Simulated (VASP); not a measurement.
# In2O (P-3m1) in VASP: notebook

Runs on In2O. Level: LDA. Tasks: single point.

All numbers are computed with VASP 6.6.1; they aren't measurements. Logs are shortened: lines on timing, memory, paths and dates and some standing lists are left out, and cuts for length are marked.

## Step 1: The cell of the first run

It takes space group P-3m1 (No. 164, trigonal). Conventional cell: a = 3.308 Å, b = 3.308 Å, c = 12.330 Å, α = 90.00°, β = 90.00°, γ = 120.00°. Within 2.8 Å of In (site symmetry 3m) lie 3 O at 2.15 Å. In (site symmetry 3m) has 1 O at 2.32 Å within 3.1 Å. O (site symmetry 3m) has 4 In at 2.15 to 2.32 Å within 2.8 Å.

## Step 2: Single point, LDA

Contents of INCAR:

```
  ALGO = Normal
  EDIFF = 1E-6
  ENCUT = 520
  GGA = CA
  ISIF = 2
  ISMEAR = -1
  LASPH = True
  LCHARG = True
  LELF = True
  LREAL = False
  LVHAR = True
  LWAVE = False
  NBANDS = 41
  NELM = 100
  PREC = Accurate
  SIGMA = 0.15
```

Contents of KPOINTS:

```
k-points
0
Gamma
  12 12 4
```

Contents of POSCAR:

```
In2O
1.0
    3.3082231419      0.0000000000      0.0000000000
   -1.6541115709      2.8650052823      0.0000000000
    0.0000000000      0.0000000000     12.3299692283
In O
4 2
Direct
    0.0000000000      0.0000000000      0.3829938123
    0.0000000000      0.0000000000      0.6170061877
    0.6666666667      0.3333333333      0.1141025534
    0.3333333333      0.6666666667      0.8858974466
    0.6666666667      0.3333333333      0.3024534057
    0.3333333333      0.6666666667      0.6975465943
```

Potentials or basis: VASP PAW LDA potentials, release 64 (In_d, O).

On the command line:

```bash
> cat potpaw_LDA.64/In_d/POTCAR potpaw_LDA.64/O/POTCAR > POTCAR
> mpirun -np 1 vasp_std > vasp.out
```

OUTCAR:

```text
EDIFF = 1E-6
   ENCUT = 520
   GGA = CA
   ISIF = 2
   ISMEAR = -1
   LASPH = True
   LREAL = False
   NELM = 100
   PREC = Accurate

 ion  position               nearest neighbor table
   1  0.000  0.000  0.383-   5 2.15   5 2.15   5 2.15   2 2.89   3 3.83   3 3.83   3 3.83
   2  0.000  0.000  0.617-   6 2.15   6 2.15   6 2.15   1 2.89   4 3.83   4 3.83   4 3.83
   3  0.667  0.333  0.114-   5 2.32   4 3.40   4 3.40   4 3.40   1 3.83   1 3.83   1 3.83
   4  0.333  0.667  0.886-   6 2.32   3 3.40   3 3.40   3 3.40   2 3.83   2 3.83   2 3.83
   5  0.667  0.333  0.302-   1 2.15   1 2.15   1 2.15   3 2.32
   6  0.333  0.667  0.698-   2 2.15   2 2.15   2 2.15   4 2.32

  LATTYP: Found a hexagonal cell.
 ALAT       =     3.3082231419
 C/A-ratio  =     3.7270669781

  Lattice vectors:

 A1 = (   3.3082231419,   0.0000000000,   0.0000000000)
 A2 = (  -1.6541115709,   2.8650052823,   0.0000000000)
 A3 = (   0.0000000000,   0.0000000000,  12.3299692283)

Analysis of symmetry for initial positions (statically):
=====================================================================
 Subroutine PRICEL returns:
 Original cell was already a primitive cell.

 Routine SETGRP: Setting up the symmetry group for a
 hexagonal supercell.

 Subroutine GETGRP returns: Found 12 space group operations
 (whereof 12 operations were pure point group operations)
 out of a pool of 24 trial point group operations.

The static configuration has the point symmetry D_3d.

Analysis of symmetry for dynamics (positions and initial velocities):
=====================================================================
 Subroutine PRICEL returns:
 Original cell was already a primitive cell.

 Routine SETGRP: Setting up the symmetry group for a
 hexagonal supercell.

 Subroutine GETGRP returns: Found 12 space group operations
 (whereof 12 operations were pure point group operations)
 out of a pool of 24 trial point group operations.

The dynamic configuration has the point symmetry D_3d.

 Subroutine INISYM returns: Found 12 space group operations
 (whereof 12 operations are pure point group operations),
 and found     1 'primitive' translations

----------------------------------------------------------------------------------------

                                     Primitive cell

  volume of cell :     116.8644

  direct lattice vectors                    reciprocal lattice vectors
     3.308223142  0.000000000  0.000000000     0.302277071  0.174519748  0.000000000
    -1.654111571  2.865005282  0.000000000     0.000000000  0.349039496  0.000000000
     0.000000000  0.000000000 12.329969228     0.000000000  0.000000000  0.081103203

  length of vectors
     3.308223142  3.308223142 12.329969228     0.349039496  0.349039496  0.081103203

  position of ions in fractional coordinates (direct lattice)
     0.000000000  0.000000000  0.382993812
     0.000000000  0.000000000  0.617006188
     0.666666667  0.333333333  0.114102553
     0.333333333  0.666666667  0.885897447
     0.666666667  0.333333333  0.302453406
     0.333333333  0.666666667  0.697546594

  ion indices of the primitive-cell ions
   primitive index   ion index
                 1           1
                 2           2
                 3           3
                 4           4
                 5           5
                 6           6

----------------------------------------------------------------------------------------

 KPOINTS: k-points

Automatic generation of k-mesh.
 Grid dimensions read from file:
 generate k-points for:   12   12    4

 Generating k-lattice:

  Cartesian coordinates                     Fractional coordinates (reciprocal lattice)
     0.025189756  0.014543312  0.000000000     0.083333333  0.000000000  0.000000000
     0.000000000  0.029086625  0.000000000     0.000000000  0.083333333  0.000000000
     0.000000000  0.000000000  0.020275801     0.000000000  0.000000000  0.250000000

  Length of vectors
     0.029086625  0.029086625  0.020275801

  Shift w.r.t. Gamma in fractional coordinates (k-lattice)
     0.000000000  0.000000000  0.000000000

 Subroutine IBZKPT returns following result:
 ===========================================

 Found     69 irreducible k-points:

 Following reciprocal coordinates:
            Coordinates               Weight
  0.000000  0.000000  0.000000      1.000000
  0.083333  0.000000  0.000000      6.000000
  0.166667  0.000000  0.000000      6.000000
  0.250000  0.000000  0.000000      6.000000
  0.333333  0.000000  0.000000      6.000000
  0.416667  0.000000  0.000000      6.000000
[... 16 lines left out ...]
  0.166667  0.000000  0.250000      6.000000
  0.000000  0.166667  0.250000      6.000000
 [... further k-points ...]
   k-points           NKPTS =     69   k-points in BZ     NKDIM =     69   number of bands    NBANDS=     41
   number of dos      NEDOS =    301   number of ions     NIONS =      6
   total plane-waves  NPLWV =  75264
   dimension x,y,z NGX =    28 NGY =   28 NGZ =   96
   dimension x,y,z NGXF=    56 NGYF=   56 NGZF=  192
   ions per type =               4   2
   NGX,Y,Z   is equivalent  to a cutoff of  14.07, 14.07, 12.94 a.u.
   NGXF,Y,Z  is equivalent  to a cutoff of  28.14, 28.14, 25.89 a.u.
 SYSTEM =  unknown system
   PREC   = accura    normal or accurate (medium, high low for compatibility)
   ISTART =      0    job   : 0-new  1-cont  2-samecut
   ICHARG =      2    charge: 1-file 2-atom 10-const
   ISPIN  =      1    spin polarized calculation?
   LNONCOLLINEAR =      F non collinear calculations
   LSORBIT =      F    spin-orbit coupling
   LASPH  =      T    aspherical Exc in radial PAW
   ENCUT  =  520.0 eV  38.22 Ry    6.18 a.u.   6.15  6.15 22.93*2*pi/ulx,y,z
   NELM   =    100;   NELMIN=  2; NELMDL= -5     # of ELM steps
   EDIFF  = 0.1E-05   stopping-criterion for ELM
   LREAL  =      F    real-space projection
   EDIFFG = 0.1E-04   stopping-criterion for IOM
   NSW    =      0    number of steps for IOM
   IBRION =     -1    ionic relax: 0-MD 1-quasi-New 2-CG
   NFREE  =      0    steps in history (QN), initial steepest desc. (CG)
   ISIF   =      2    stress and relaxation
   ISYM   =      2    0-nonsym 1-usesym 2-fastsym
   POTIM  = 0.5000    time-step for ionic-motion
   TEBEG  =    0.0;   TEEND  =   0.0 temperature during run
   PSTRESS=    0.0 pullay stress
   NELECT =      64.0000    total number of electrons
   NUPDOWN=      -1.0000    fix difference up-down
   EMIN   =  10.00;   EMAX   =-10.00  energy-range for DOS
   EFERMI =   0.00;   METHOD = LEGACY
   ISMEAR =    -1;   SIGMA  =   0.15  broadening in eV -4-tet -1-fermi 0-gaus
   EFERMI_NEDOS =   21; number of points for ismear=-14 and -15
   IALGO  =     38    algorithm
   IMIX   =      4    mixing-type and parameters
     AMIX     =   0.40;   BMIX     =  1.00
     AMIX_MAG =   1.60;   BMIX_MAG =  1.00
  volume/ion in A,a.u.               =      19.48       131.44
  Fermi-wavevector in a.u.,A,eV,Ry     =   1.339391  2.531082 24.408424  1.793969
  Thomas-Fermi vector in A             =   2.467787
   LORBIT       =      0    0 simple, 1 ext, 2 COOP (PROOUT), +10 PAW based schemes
   GGA     = CA    functional components
   LHFCALC =     F    Hartree Fock is set to
   AEXX    =    0.0000 exact exchange contribution
   IVDW    =     0    specifies the selected vdW correction
   LEPSILON=     F    determine dielectric tensor
   LRPA    =     F    only Hartree local field effects (RPA)
 non-spin polarized calculation
  energy-cutoff  :      520.00
  volume of cell :      116.86
 maximum number of plane-waves:      3176
 NGX is ok and might be reduce to    28
   NGX = 13   NGY = 13   NGZ = 45

 number of electron      64.0000009 magnetization

 Free energy of the ion-electron system (eV)
  ---------------------------------------------------
  ext. energy  EPLUGINS =         0.00000000
  ---------------------------------------------------
  free energy    TOTEN  =       -29.05962668 eV

  energy without entropy =      -28.94068871  energy(sigma->0) =      -29.00015770

 E-fermi :   7.4028     XC(G=0): -10.7302

 val. band max:        7.3854967411   @ k =   0.2500   0.2500   0.5000
 cond. band min:       7.4095043574   @ k =  -0.0833   0.3333   0.2500
 fundamental gap:      0.0240076163
 Fermi energy:         7.4028375610

 k-point     1 :       0.0000    0.0000    0.0000
  band No.  band energies     occupation
      1     -12.5056      2.00000
      2     -12.4920      2.00000
      3      -8.0567      2.00000
      4      -7.9612      2.00000
      5      -7.9612      2.00000
      6      -7.9508      2.00000
[... 33 lines left out ...]
     40      16.6518      0.00000
     41      17.3036      0.00000

 k-point     2 :       0.0833    0.0000    0.0000
  band No.  band energies     occupation
      1     -12.4904      2.00000
      2     -12.4780      2.00000
      3      -8.0516      2.00000
      4      -7.9448      2.00000
      5      -7.9373      2.00000
      6      -7.9297      2.00000
[... 33 lines left out ...]
     40      15.9775      0.00000
     41      16.3100      0.00000

 k-point     3 :       0.1667    0.0000    0.0000
  band No.  band energies     occupation
      1     -12.4508      2.00000
      2     -12.4415      2.00000
      3      -8.0318      2.00000
      4      -7.8993      2.00000
      5      -7.8819      2.00000
      6      -7.8685      2.00000
[... 33 lines left out ...]
     40      14.8686      0.00000
     41      15.0131      0.00000

 k-point     4 :       0.2500    0.0000    0.0000
  band No.  band energies     occupation
      1     -12.4018      2.00000
      2     -12.3959      2.00000
      3      -8.0035      2.00000
      4      -7.8687      2.00000
      5      -7.8364      2.00000
      6      -7.8235      2.00000
[... 825 lines left out ...]
     40      15.9991      0.00000
     41      16.3667      0.00000

 k-point    23 :       0.1667    0.0000    0.2500
  band No.  band energies     occupation
      1     -12.4504      2.00000
      2     -12.4419      2.00000
      3      -8.0316      2.00000
      4      -7.8993      2.00000
      5      -7.8820      2.00000
      6      -7.8684      2.00000
[... 33 lines left out ...]
     40      14.8329      0.00000
     41      15.0993      0.00000

 k-point    24 :       0.0000    0.1667    0.2500
  band No.  band energies     occupation
      1     -12.4505      2.00000
      2     -12.4418      2.00000
      3      -8.0317      2.00000
      4      -7.8992      2.00000
      5      -7.8819      2.00000
      6      -7.8685      2.00000
[... 33 lines left out ...]
     40      14.8753      0.00000
     41      14.8875      0.00000

 [... further k-points ...]
[... 5 lines left out ...]
  --------------------------------------------------------------------------------------
  -------------------------------------------------------------------------------------
  Total        0.1667089      0.1667089      0.1268161      0.0000000      0.0000000      0.0000000
  in kB        2.2855313      2.2855313      1.7386121      0.0000000      0.0000000      0.0000000
  external PRESSURE =       2.1032249 kB  Pullay stress =       0.0000000 kB

 VOLUME and BASIS-vectors are now :
 -----------------------------------------------------------------------------
  energy-cutoff  :      520.00
  volume of cell :      116.86
      direct lattice vectors                 reciprocal lattice vectors
     3.308223142  0.000000000  0.000000000     0.302277071  0.174519748  0.000000000
    -1.654111571  2.865005282  0.000000000     0.000000000  0.349039496  0.000000000
     0.000000000  0.000000000 12.329969228     0.000000000  0.000000000  0.081103203

 POSITION                                       TOTAL-FORCE (eV/Angst)
 -----------------------------------------------------------------------------------
      0.00000      0.00000      4.72230         0.000000      0.000000      0.046030
      0.00000      0.00000      7.60767        -0.000000     -0.000000     -0.046030
      1.65411      0.95500      1.40688         0.000000     -0.000000     -0.013520
     -0.00000      1.91000     10.92309        -0.000000      0.000000      0.013520
      1.65411      0.95500      3.72924        -0.000000      0.000000     -0.040140
     -0.00000      1.91000      8.60073         0.000000     -0.000000      0.040140
 -----------------------------------------------------------------------------------
    total drift:                                0.000000     -0.000000      0.000000

  FREE ENERGIE OF THE ION-ELECTRON SYSTEM (eV)
  ---------------------------------------------------
  free  energy   TOTEN  =       -29.0596266817 eV

  energy  without entropy=      -28.9406887113  energy(sigma->0) =      -29.00015770
```

Wall time 7.3 min (1 thread of Intel Xeon 6975P-C, shared host); peak memory 0.38 GiB.

Results:

- Free energy: -29.0596 eV
- Pressure: 0.2 GPa
- Largest force: 0.046 eV/Å
- Band gap on the k mesh: zero (band 32 reaches 7.95 eV, above the bottom of band 33 at 6.44 eV)

Forces on the atoms (eV/Å):
```
In   0.000  0.000  0.046
In   0.000  0.000 -0.046
In   0.000  0.000 -0.014
In   0.000  0.000  0.014
O    0.000  0.000 -0.040
O    0.000  0.000  0.040
```

Caveat: spin-orbit coupling is left out, which moves the levels of the heavy elements.

(Continued in part 2 of 2.)
